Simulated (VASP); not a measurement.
# SnSe (I4/mmm) in VASP: further runs, part 2 of 2

VASP 6.6.1. The steps go on from the part before.

## Step 3: Single point, LDA

This run uses another cell than the first one, of the same volume but with other edges.

File INCAR:

```
SYSTEM = SnSe
PREC = Accurate
ENCUT = 520
EDIFF = 1E-6
ISMEAR = 0
SIGMA = 0.05
LREAL = .FALSE.
LASPH = .TRUE.
NELM = 60
ALGO = Normal
ISIF = 2
LWAVE = .FALSE.
LCHARG = .TRUE.
GGA = CA
LELF = .TRUE.
LVHAR = .TRUE.
NBANDS = 17
```

File KPOINTS:

```
regular mesh
0
G
  10 10 10
  0 0 0
```

File POSCAR:

```
SnSe
1.0
    0.0000000000      3.0296952738      2.7873196519
    3.0296952738      0.0000000000      2.7873196519
    3.0296952738      3.0296952738      0.0000000000
Sn Se
1 1
Direct
    0.0000000000      0.0000000000      0.0000000000
    0.5000000000      0.5000000000      0.5000000000
```

Potentials or basis: VASP PAW LDA potentials, release 64 (Sn_d, Se).

Launch:

```
$ cat potpaw_LDA.64/Sn_d/POTCAR potpaw_LDA.64/Se/POTCAR > POTCAR
$ mpirun -np 1 vasp_std > vasp.out
```

OUTCAR:

```text
SYSTEM = SnSe
   PREC = Accurate
   ENCUT = 520
   EDIFF = 1E-6
   ISMEAR = 0
   LREAL = .FALSE.
   LASPH = .TRUE.
   NELM = 60
   ISIF = 2
   GGA = CA

 ion  position               nearest neighbor table
   1  0.000  0.000  0.000-   2 2.79   2 2.79   2 3.03   2 3.03   2 3.03   2 3.03
   2  0.500  0.500  0.500-   1 2.79   1 2.79   1 3.03   1 3.03   1 3.03   1 3.03

  LATTYP: Found a body centered tetragonal cell.
 ALAT       =     4.2846361461
 C/A-ratio  =     1.3010764774

  Lattice vectors:

 A1 = (   0.0000000000,  -3.0296952738,  -2.7873196519)
 A2 = (   0.0000000000,   3.0296952738,  -2.7873196519)
 A3 = (   3.0296952738,   0.0000000000,   2.7873196519)

Analysis of symmetry for initial positions (statically):
=====================================================================
 Subroutine PRICEL returns:
 Original cell was already a primitive cell.

 Routine SETGRP: Setting up the symmetry group for a
 body centered tetragonal supercell.

 Subroutine GETGRP returns: Found 16 space group operations
 (whereof 16 operations were pure point group operations)
 out of a pool of 16 trial point group operations.

The static configuration has the point symmetry D_4h.

Analysis of symmetry for dynamics (positions and initial velocities):
=====================================================================
 Subroutine PRICEL returns:
 Original cell was already a primitive cell.

 Routine SETGRP: Setting up the symmetry group for a
 body centered tetragonal supercell.

 Subroutine GETGRP returns: Found 16 space group operations
 (whereof 16 operations were pure point group operations)
 out of a pool of 16 trial point group operations.

The dynamic configuration has the point symmetry D_4h.

 Subroutine INISYM returns: Found 16 space group operations
 (whereof 16 operations are pure point group operations),
 and found     1 'primitive' translations

----------------------------------------------------------------------------------------

                                     Primitive cell
[... 111 lines left out ...]
     AMIX_MAG =   1.60;   BMIX_MAG =  1.00
  volume/ion in A,a.u.               =      25.58       172.66
  Fermi-wavevector in a.u.,A,eV,Ry     =   1.196961  2.261928 19.493274  1.432715
  Thomas-Fermi vector in A             =   2.332888
   LORBIT       =      0    0 simple, 1 ext, 2 COOP (PROOUT), +10 PAW based schemes
   GGA     = CA    functional components
   LHFCALC =     F    Hartree Fock is set to
   AEXX    =    0.0000 exact exchange contribution
   IVDW    =     0    specifies the selected vdW correction
   LEPSILON=     F    determine dielectric tensor
   LRPA    =     F    only Hartree local field effects (RPA)
 non-spin polarized calculation
 Gauss-broadening in eV      SIGMA  =   0.05
  energy-cutoff  :      520.00
  volume of cell :       51.17
 maximum number of plane-waves:      1396
   NGX = 15   NGY = 15   NGZ = 15

 number of electron      19.9999999 magnetization

 Free energy of the ion-electron system (eV)
  ---------------------------------------------------
  ext. energy  EPLUGINS =         0.00000000
  ---------------------------------------------------
  free energy    TOTEN  =        -9.38187075 eV

  energy without entropy =       -9.38172828  energy(sigma->0) =       -9.38179952

 E-fermi :   6.4815     XC(G=0): -10.1582

 val. band max:        6.4254350756   @ k =  -0.2000   0.0000   0.2000
 cond. band min:       6.5525220053   @ k =  -0.4000   0.1000   0.0000
 fundamental gap:      0.1270869297
 Fermi energy:         6.4815417473

 k-point     1 :       0.0000    0.0000    0.0000
  band No.  band energies     occupation
      1     -15.3458      2.00000
      2     -15.3376      2.00000
      3     -15.3289      2.00000
      4     -15.3227      2.00000
      5     -15.3227      2.00000
      6      -8.1880      2.00000
[... 457 lines left out ...]
      4     -15.3019      2.00000
      5     -15.3011      2.00000
      6      -6.9515      2.00000
[... 9 lines left out ...]
     16      16.7658      0.00000
     17      18.2129      0.00000

 [... further k-points ...]

------------------------ aborting loop because EDIFF is reached ----------------------------------------

  FORCE on cell =-STRESS in cart. coord.  units (eV):
  Direction    XX          YY          ZZ          XY          YZ          ZX
  --------------------------------------------------------------------------------------
  -------------------------------------------------------------------------------------
  Total       -1.0457963     -1.0457963      3.3820203      0.0000000     -0.0000000      0.0000000
  in kB      -32.7448494    -32.7448494    105.8941878      0.0000000     -0.0000000      0.0000000
  external PRESSURE =      13.4681630 kB  Pullay stress =       0.0000000 kB

 VOLUME and BASIS-vectors are now :
 -----------------------------------------------------------------------------
  energy-cutoff  :      520.00
  volume of cell :       51.17
      direct lattice vectors                 reciprocal lattice vectors
     0.000000000  3.029695274  2.787319652    -0.165033099  0.165033099  0.179383803
     3.029695274  0.000000000  2.787319652     0.165033099 -0.165033099  0.179383803
     3.029695274  3.029695274  0.000000000     0.165033099  0.165033099 -0.179383803

 POSITION                                       TOTAL-FORCE (eV/Angst)
 -----------------------------------------------------------------------------------
      0.00000      0.00000      0.00000        -0.000000      0.000000      0.000000
      3.02970      3.02970      2.78732         0.000000     -0.000000      0.000000
 -----------------------------------------------------------------------------------
    total drift:                                0.000000     -0.000000     -0.000000

  FREE ENERGIE OF THE ION-ELECTRON SYSTEM (eV)
  ---------------------------------------------------
  free  energy   TOTEN  =        -9.3818707516 eV

  energy  without entropy=       -9.3817282844  energy(sigma->0) =       -9.38179952
```

OSZICAR:

```text
N       E                     dE             d eps       ncg     rms          rms(c)
DAV:   1     0.133174363533E+03    0.13317E+03   -0.98525E+03  3544   0.147E+03
DAV:   2     0.325452059267E+01   -0.12992E+03   -0.12569E+03  3717   0.355E+02
DAV:   3    -0.922297192332E+01   -0.12477E+02   -0.12320E+02  4295   0.946E+01
DAV:   4    -0.954678994336E+01   -0.32382E+00   -0.32354E+00  4226   0.161E+01
DAV:   5    -0.955555432104E+01   -0.87644E-02   -0.87638E-02  4885   0.262E+00    0.368E+00
DAV:   6    -0.939161609345E+01    0.16394E+00   -0.37721E-01  5153   0.378E+00    0.225E+00
DAV:   7    -0.938344326032E+01    0.81728E-02   -0.64222E-02  4188   0.123E+00    0.995E-01
DAV:   8    -0.938198751650E+01    0.14557E-02   -0.62617E-03  4273   0.685E-01    0.710E-02
DAV:   9    -0.938187080026E+01    0.11672E-03   -0.10094E-03  5053   0.250E-01    0.400E-02
DAV:  10    -0.938186990574E+01    0.89452E-06   -0.90941E-05  4109   0.623E-02    0.970E-03
DAV:  11    -0.938187075164E+01   -0.84590E-06   -0.65924E-06  4528   0.193E-02
   1 F= -.93818708E+01 E0= -.93817995E+01  d E =-.142467E-03
```

stdout:

```text
POSCAR found type information on POSCAR SnSe
 POSCAR found :  2 types and       2 ions
 scaLAPACK will be used
 LDA part: xc-table for (Slater(with rela. corr.)+CA(PZ))
 , standard interpolation
 POSCAR, INCAR and KPOINTS ok, starting setup
 FFT: planning ... GRIDC
 FFT: planning ... GRID_SOFT
 FFT: planning ... GRID
 WAVECAR not read
 entering main loop
```

Wall time 63 s (1 thread of Intel Xeon 8259CL, shared host); peak memory 0.22 GiB.

What came out:

* Free energy: -9.3819 eV
* Pressure: 1.3 GPa
* Band gap on the k mesh: 0.13 eV (least direct gap 0.25 eV)

Caveat: spin-orbit coupling is left out, which moves the levels of the heavy elements.

## Step 4: Single point, LDA

This run uses another cell than the first one, of the same volume but with other edges.

File INCAR:

```
SYSTEM = SnSe
ALGO     = Normal         ! electronic algorithm
EDIFF    = 1E-7           ! SCF threshold, eV
ENCUT    = 520            ! plane-wave cutoff, eV
GGA      = CA             ! functional
ISIF     = 2              ! what is computed and relaxed
ISMEAR   = 0              ! smearing method
LASPH    = .True.         ! aspherical terms in the spheres
LCHARG   = .True.         ! write CHGCAR
LELF     = .True.         ! ELF
LREAL    = .False.        ! projectors in reciprocal space
LVHAR    = .True.       
LWAVE    = .False.        ! write WAVECAR
NBANDS   = 17             ! bands
NELM     = 60             ! most SCF steps
PREC     = Accurate       ! precision mode
SIGMA    = 0.05           ! smearing width, eV
```

File KPOINTS:

```
k-points
0
Gamma
  10 10 10
  0 0 0
```

File POSCAR:

```
SnSe
1.0
    0.0000000000      2.8545040498      3.1399544548
    2.8545040498      0.0000000000      3.1399544548
    2.8545040498      2.8545040498      0.0000000000
Sn Se
1 1
Direct
    0.0000000000      0.0000000000      0.0000000000
    0.5000000000      0.5000000000      0.5000000000
```

Launch:

```
$ cat potpaw_LDA.64/Sn_d/POTCAR potpaw_LDA.64/Se/POTCAR > POTCAR
$ mpirun -np 1 vasp_std > vasp.out
```

Wall time 80 s (1 thread of Intel Xeon 8259CL, shared host); peak memory 0.22 GiB.

Results (log left out):

| Quantity | Value |
| --- | --- |
| Free energy | -9.3736 eV |
| Pressure | 1.5 GPa |

Stress tensor (GPa, compression positive):
```
 5.39  0.00  0.00
 0.00  5.39  0.00
 0.00  0.00 -6.20
```

Levels at points of the mesh, in eV from the Fermi level:
```csv
k point,band 6,band 7,band 8,band 9,band 10,band 11,band 12,band 13,band 14,band 15
"(0.00, 0.00, 0.00)",-14.68,-5.22,-2.99,-2.99,-2.14,2.78,4.97,4.97,5.04,5.76
"(0.50, 0.00, 0.00)",-13.59,-8.83,-2.55,-2.29,-0.54,0.61,0.71,1.09,7.98,9.75
"(0.50, 0.50, 0.00)",-13.55,-6.14,-6.06,-4.12,-4.12,2.68,5.17,5.70,5.70,10.52
"(0.50, 0.00, 0.50)",-13.10,-6.55,-6.34,-4.88,-3.79,2.39,4.02,6.38,6.42,9.71
```

Caveat: spin-orbit coupling is left out, which moves the levels of the heavy elements.

## Step 5: Summary

| cell | gap on the mesh (eV) | pressure (GPa) |
| --- | --- | --- |
| a = 4.428, b = 4.428, c = 3.818 Å, angles 64.5, 64.5, 51.1°, 2 atoms | none | 8.2 |
| a = 4.117, b = 4.117, c = 4.285 Å, angles 58.6, 58.6, 62.7°, 2 atoms | 0.13 | 1.3 |
| a = 4.244, b = 4.244, c = 4.037 Å, angles 61.6, 61.6, 56.8°, 2 atoms | - | 1.5 |

Alike in all rows: task single point; level LDA; potentials or basis VASP PAW LDA potentials, release 64 (Sn_d, Se); no spin polarisation; k mesh 10 × 10 × 10; cutoff (eV) 520; smearing gaussian 0.05 eV.

Caveats: spin-orbit coupling is left out, which moves the levels of the heavy elements; the cell stands under pressure (at least some runs).

Total energies depend on the potentials used, so only differences within one code and one set of settings carry meaning.
